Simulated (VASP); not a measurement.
# TiS2 (P-3m1) in VASP: single point with PBE0

Aim: the single point of TiS2 with PBE0.

Program: VASP 6.6.1. These are calculated values, not measurements. Logs are shortened: lines on timing, memory, paths and dates and some standing lists are left out, and cuts for length are marked.

### 1 The cell of the first run

It takes space group P-3m1 (No. 164, trigonal). Conventional cell: a = 3.411 Å, b = 3.411 Å, c = 5.741 Å, α = 90.00°, β = 90.00°, γ = 120.00°. Ti (site symmetry -3m) has 6 S at 2.42 Å within 3.2 Å. S (site symmetry 3m) has 3 Ti at 2.42 Å within 3.2 Å.

### 2 Single point, PBE0

POSCAR

```
TiS2
1.0
    3.4109097408      0.0000000000      0.0000000000
   -1.7054548704      2.9539344856      0.0000000000
    0.0000000000      0.0000000000      5.7407038262
Ti S
1 2
Direct
    0.0000000000      0.0000000000      0.0000000000
    0.3333333333      0.6666666667      0.2448343712
    0.6666666667      0.3333333333      0.7551656288
```

INCAR.step1

```
SYSTEM = TiS2
PREC = Accurate
ENCUT = 400
EDIFF = 1E-5
ISMEAR = 0
SIGMA = 0.01
LREAL = .FALSE.
LASPH = .TRUE.
NELM = 120
ALGO = Normal
ISIF = 2
LWAVE = .TRUE.
LCHARG = .FALSE.
GGA = PE
NBANDS = 19
GGA_COMPAT = .FALSE.
```

INCAR.step2

```
SYSTEM = TiS2
PREC = Accurate
ENCUT = 400
EDIFF = 1E-6
ISMEAR = 0
SIGMA = 0.01
LREAL = .FALSE.
LASPH = .TRUE.
NELM = 120
ALGO = Normal
ISIF = 2
LWAVE = .FALSE.
LCHARG = .FALSE.
GGA = PE
LHFCALC = .TRUE.
AEXX = 0.25
PRECFOCK = Normal
ISTART = 1
NBANDS = 19
GGA_COMPAT = .FALSE.
```

KPOINTS

```
regular mesh
0
G
  6 6 4
  0 0 0
```

Potentials or basis: VASP PAW PBE potentials, release 64 (Ti_sv, S).

The run is started by

```console
cat potpaw_PBE.64/Ti_sv/POTCAR potpaw_PBE.64/S/POTCAR > POTCAR
cp INCAR.step1 INCAR
mpirun -np 1 vasp_std > vasp.out
cp INCAR.step2 INCAR
mpirun -np 1 vasp_std > vasp.out
```

OUTCAR:

```text
SYSTEM = TiS2
   PREC = Accurate
   ENCUT = 400
   EDIFF = 1E-6
   ISMEAR = 0
   LREAL = .FALSE.
   LASPH = .TRUE.
   NELM = 120
   ISIF = 2
   GGA = PE
   LHFCALC = .TRUE.
   AEXX = 0.25
   PRECFOCK = Normal
   ISTART = 1

 ion  position               nearest neighbor table
   1  0.000  0.000  0.000-   2 2.42   3 2.42   3 2.42   2 2.42   3 2.42   2 2.42
   2  0.333  0.667  0.245-   1 2.42   1 2.42   1 2.42
   3  0.667  0.333  0.755-   1 2.42   1 2.42   1 2.42

  LATTYP: Found a hexagonal cell.
 ALAT       =     3.4109097408
 C/A-ratio  =     1.6830418459

  Lattice vectors:

 A1 = (   3.4109097408,   0.0000000000,   0.0000000000)
 A2 = (  -1.7054548704,   2.9539344856,   0.0000000000)
 A3 = (   0.0000000000,   0.0000000000,   5.7407038262)

Analysis of symmetry for initial positions (statically):
=====================================================================
 Subroutine PRICEL returns:
 Original cell was already a primitive cell.

 Routine SETGRP: Setting up the symmetry group for a
 hexagonal supercell.

 Subroutine GETGRP returns: Found 12 space group operations
 (whereof 12 operations were pure point group operations)
 out of a pool of 24 trial point group operations.

The static configuration has the point symmetry D_3d.

Analysis of symmetry for dynamics (positions and initial velocities):
=====================================================================
 Subroutine PRICEL returns:
 Original cell was already a primitive cell.

 Routine SETGRP: Setting up the symmetry group for a
 hexagonal supercell.

 Subroutine GETGRP returns: Found 12 space group operations
 (whereof 12 operations were pure point group operations)
 out of a pool of 24 trial point group operations.

The dynamic configuration has the point symmetry D_3d.

 Subroutine INISYM returns: Found 12 space group operations
 (whereof 12 operations are pure point group operations),
 and found     1 'primitive' translations

----------------------------------------------------------------------------------------

                                     Primitive cell

  volume of cell :      57.8411

  direct lattice vectors                    reciprocal lattice vectors
     3.410909741  0.000000000  0.000000000     0.293176916  0.169265772  0.000000000
    -1.705454870  2.953934486  0.000000000     0.000000000  0.338531543  0.000000000
     0.000000000  0.000000000  5.740703826     0.000000000  0.000000000  0.174194669

  length of vectors
     3.410909741  3.410909741  5.740703826     0.338531543  0.338531543  0.174194669

  position of ions in fractional coordinates (direct lattice)
     0.000000000  0.000000000  0.000000000
     0.333333333  0.666666667  0.244834371
     0.666666667  0.333333333  0.755165629

  ion indices of the primitive-cell ions
   primitive index   ion index
                 1           1
                 2           2
                 3           3

----------------------------------------------------------------------------------------

 KPOINTS: regular mesh

Automatic generation of k-mesh.
 Grid dimensions read from file:
 generate k-points for:    6    6    4

 Generating k-lattice:

  Cartesian coordinates                     Fractional coordinates (reciprocal lattice)
     0.048862819  0.028210962  0.000000000     0.166666667  0.000000000  0.000000000
     0.000000000  0.056421924  0.000000000     0.000000000  0.166666667  0.000000000
     0.000000000  0.000000000  0.043548667     0.000000000  0.000000000  0.250000000

  Length of vectors
     0.056421924  0.056421924  0.043548667

  Shift w.r.t. Gamma in fractional coordinates (k-lattice)
     0.000000000  0.000000000  0.000000000

 Subroutine IBZKPT returns following result:
 ===========================================

 Found     24 irreducible k-points:

 Following reciprocal coordinates:
            Coordinates               Weight
  0.000000  0.000000  0.000000      1.000000
  0.166667 -0.000000  0.000000      6.000000
  0.333333  0.000000  0.000000      6.000000
  0.500000 -0.000000  0.000000      3.000000
  0.166667  0.166667  0.000000      6.000000
  0.333333  0.166667  0.000000     12.000000
[... 16 lines left out ...]
  0.333333  0.166667  0.500000     12.000000
  0.333333  0.333333  0.500000      2.000000
   k-points           NKPTS =     24   k-points in BZ     NKDIM =    144   number of bands    NBANDS=     19
   number of dos      NEDOS =    301   number of ions     NIONS =      3
   total plane-waves  NPLWV =  23040
   dimension x,y,z NGX =    24 NGY =   24 NGZ =   40
   dimension x,y,z NGXF=    48 NGYF=   48 NGZF=   80
   ions per type =               1   2
   NGX,Y,Z   is equivalent  to a cutoff of  11.70, 11.70, 11.58 a.u.
   NGXF,Y,Z  is equivalent  to a cutoff of  23.39, 23.39, 23.17 a.u.
 SYSTEM =  TiS2
   PREC   = accura    normal or accurate (medium, high low for compatibility)
   ISTART =      1    job   : 0-new  1-cont  2-samecut
   ICHARG =      0    charge: 1-file 2-atom 10-const
   ISPIN  =      1    spin polarized calculation?
   LNONCOLLINEAR =      F non collinear calculations
   LSORBIT =      F    spin-orbit coupling
   LASPH  =      T    aspherical Exc in radial PAW
   ENCUT  =  400.0 eV  29.40 Ry    5.42 a.u.   5.56  5.56  9.36*2*pi/ulx,y,z
   NELM   =    120;   NELMIN=  2; NELMDL=  0     # of ELM steps
   EDIFF  = 0.1E-05   stopping-criterion for ELM
   LREAL  =      F    real-space projection
   EDIFFG = 0.1E-04   stopping-criterion for IOM
   NSW    =      0    number of steps for IOM
   IBRION =     -1    ionic relax: 0-MD 1-quasi-New 2-CG
   NFREE  =      0    steps in history (QN), initial steepest desc. (CG)
   ISIF   =      2    stress and relaxation
   ISYM   =      3    0-nonsym 1-usesym 2-fastsym
   POTIM  = 0.5000    time-step for ionic-motion
   TEBEG  =    0.0;   TEEND  =   0.0 temperature during run
   PSTRESS=    0.0 pullay stress
   NELECT =      24.0000    total number of electrons
   NUPDOWN=      -1.0000    fix difference up-down
   EMIN   =  10.00;   EMAX   =-10.00  energy-range for DOS
   EFERMI =   0.00;   METHOD = LEGACY
   ISMEAR =     0;   SIGMA  =   0.01  broadening in eV -4-tet -1-fermi 0-gaus
   EFERMI_NEDOS =   21; number of points for ismear=-14 and -15
   IALGO  =     38    algorithm
   IMIX   =      1    mixing-type and parameters
     AMIX     =   0.40;   BMIX     =  1.00
     AMIX_MAG =   1.60;   BMIX_MAG =  1.00
  volume/ion in A,a.u.               =      19.28       130.11
  Fermi-wavevector in a.u.,A,eV,Ry     =   1.221049  2.307448 20.285758  1.490961
  Thomas-Fermi vector in A             =   2.356245
   LORBIT       =      0    0 simple, 1 ext, 2 COOP (PROOUT), +10 PAW based schemes
   GGA     = PE    functional components
   LHFCALC =     T    Hartree Fock is set to
   PRECFOCK=normal    Normal, Fast or Accurate (Low or Medium for compatibility)
   ENCUT4O =  -1.0   cutoff for four orbital integrals eV
   NKREDX  =     1    reduce k-point grid by
   NKREDY  =     1    reduce k-point grid by
   NKREDZ  =     1    reduce k-point grid by
   AEXX    =    0.2500 exact exchange contribution
   HFSCREEN=    0.0000 screening length (either q_TF or 0.3 A-1)
   HFSCREENC=   0.0000 screening length for correlation (either q_TF or 0.3 A-1)
   ENCUTFOCK=  -1.0 apply spherical cutoff to Coloumb kernel
   IVDW    =     0    specifies the selected vdW correction
   LEPSILON=     F    determine dielectric tensor
   LRPA    =     F    only Hartree local field effects (RPA)
 non-spin polarized calculation
 Gauss-broadening in eV      SIGMA  =   0.01
  energy-cutoff  :      400.00
  volume of cell :       57.84
 maximum number of plane-waves:      1074
 NGX is ok and might be reduce to    24
  NGX = 18; NGY = 18; NGZ = 30

 number of electron      24.0000002 magnetization

 Free energy of the ion-electron system (eV)
  ---------------------------------------------------
  ext. energy  EPLUGINS =         0.00000000
  ---------------------------------------------------
  free energy    TOTEN  =       -26.30749501 eV

  energy without entropy =      -26.30749501  energy(sigma->0) =      -26.30749501

 E-fermi :   4.8938     XC(G=0):  -7.9257

 val. band max:        4.6834432151   @ k =   0.0000   0.0000   0.0000
 cond. band min:       5.9553023603   @ k =   0.5000  -0.0000   0.5000
 fundamental gap:      1.2718591452
 Fermi energy:         4.8937566602

 k-point     1 :       0.0000    0.0000    0.0000
  band No.  band energies     occupation
      1     -58.0697      2.00000
      2     -32.6446      2.00000
      3     -32.5760      2.00000
      4     -32.5760      2.00000
      5     -10.7870      2.00000
      6      -8.9104      2.00000
[... 11 lines left out ...]
     18      12.2329      0.00000
     19      13.1396      0.00000

 k-point     2 :       0.1667   -0.0000    0.0000
  band No.  band energies     occupation
      1     -58.0666      2.00000
      2     -32.6382      2.00000
      3     -32.6137      2.00000
      4     -32.5849      2.00000
      5     -10.4317      2.00000
      6      -8.8437      2.00000
[... 11 lines left out ...]
     18      13.6450      0.00000
     19      14.3532      0.00000

 k-point     3 :       0.3333    0.0000    0.0000
  band No.  band energies     occupation
      1     -58.0595      2.00000
      2     -32.6887      2.00000
      3     -32.6250      2.00000
      4     -32.6025      2.00000
      5      -9.5678      2.00000
      6      -8.7300      2.00000
[... 11 lines left out ...]
     18      13.4809      0.00000
     19      14.1755      0.00000

 k-point     4 :       0.5000   -0.0000    0.0000
  band No.  band energies     occupation
      1     -58.0562      2.00000
      2     -32.7260      2.00000
      3     -32.6184      2.00000
      4     -32.6112      2.00000
      5      -8.9016      2.00000
      6      -8.8004      2.00000
[... 407 lines left out ...]
     18      14.6558      0.00000
     19      15.0071      0.00000

 k-point    23 :       0.3333    0.1667    0.5000
  band No.  band energies     occupation
      1     -58.0561      2.00000
      2     -32.7065      2.00000
      3     -32.6307      2.00000
      4     -32.6186      2.00000
      5      -8.9467      2.00000
      6      -8.7531      2.00000
[... 11 lines left out ...]
     18      13.1427      0.00000
     19      14.0180      0.00000

 k-point    24 :       0.3333    0.3333    0.5000
  band No.  band energies     occupation
      1     -58.0543      2.00000
      2     -32.6800      2.00000
      3     -32.6800      2.00000
      4     -32.6157      2.00000
      5      -8.6865      2.00000
      6      -8.6865      2.00000
[... 11 lines left out ...]
     18      14.1539      0.00000
     19      14.1539      0.00000

------------------------ aborting loop because EDIFF is reached ----------------------------------------

  FORCE on cell =-STRESS in cart. coord.  units (eV):
  Direction    XX          YY          ZZ          XY          YZ          ZX
  --------------------------------------------------------------------------------------
  -------------------------------------------------------------------------------------
  Total       -0.2622585     -0.2622585     -0.1036386      0.0000000      0.0000000      0.0000000
  in kB       -7.2644709     -7.2644709     -2.8707543      0.0000000      0.0000000      0.0000000
  external PRESSURE =      -5.7998987 kB  Pullay stress =       0.0000000 kB

 VOLUME and BASIS-vectors are now :
 -----------------------------------------------------------------------------
  energy-cutoff  :      400.00
  volume of cell :       57.84
      direct lattice vectors                 reciprocal lattice vectors
     3.410909741  0.000000000  0.000000000     0.293176916  0.169265772  0.000000000
    -1.705454870  2.953934486  0.000000000     0.000000000  0.338531543  0.000000000
     0.000000000  0.000000000  5.740703826     0.000000000  0.000000000  0.174194669

 POSITION                                       TOTAL-FORCE (eV/Angst)
 -----------------------------------------------------------------------------------
      0.00000      0.00000      0.00000         0.000000      0.000000      0.000000
     -0.00000      1.96929      1.40552        -0.000000      0.000000     -0.243667
      1.70545      0.98464      4.33518         0.000000     -0.000000      0.243667
 -----------------------------------------------------------------------------------
    total drift:                                0.000000      0.000000     -0.000001

  FREE ENERGIE OF THE ION-ELECTRON SYSTEM (eV)
  ---------------------------------------------------
  free  energy   TOTEN  =       -26.3074950082 eV

  energy  without entropy=      -26.3074950082  energy(sigma->0) =      -26.30749501
```

Wall time 67 min (1 thread of Intel Xeon Platinum 8375C at 2.90GHz (Ice Lake), shared host); peak memory 0.18 GiB.

What came out:

```
Free energy            : -26.3075 eV
Pressure               : -0.6 GPa
Largest force          : 0.244 eV/Å
Band gap on the k mesh : 1.27 eV (least direct gap 1.81 eV)
```

Forces in eV/Å, atoms in the order of the input:
```
Ti   0.000  0.000  0.000
S    0.000  0.000 -0.244
S    0.000  0.000  0.244
```

Levels at points of the mesh, in eV from the valence-band top:
```csv
k point,band 10,band 11,band 12,band 13,band 14,band 15
"(0.00, 0.00, 0.00)",-0.21,0.00,0.00,1.81,1.81,2.46
"(0.50, 0.00, 0.00)",-3.29,-3.05,-1.94,1.53,3.12,3.61
"(0.00, 0.00, 0.50)",-2.74,-0.16,-0.16,1.80,1.80,3.09
"(0.50, 0.00, 0.50)",-3.36,-1.63,-1.62,1.27,3.10,3.57
```

Caveat: the PAW data sets were made with another functional, which shifts forces and pressure a little; this functional lacks dispersion, which binds the layers, so the pressure and a relaxed spacing across them are unreliable.
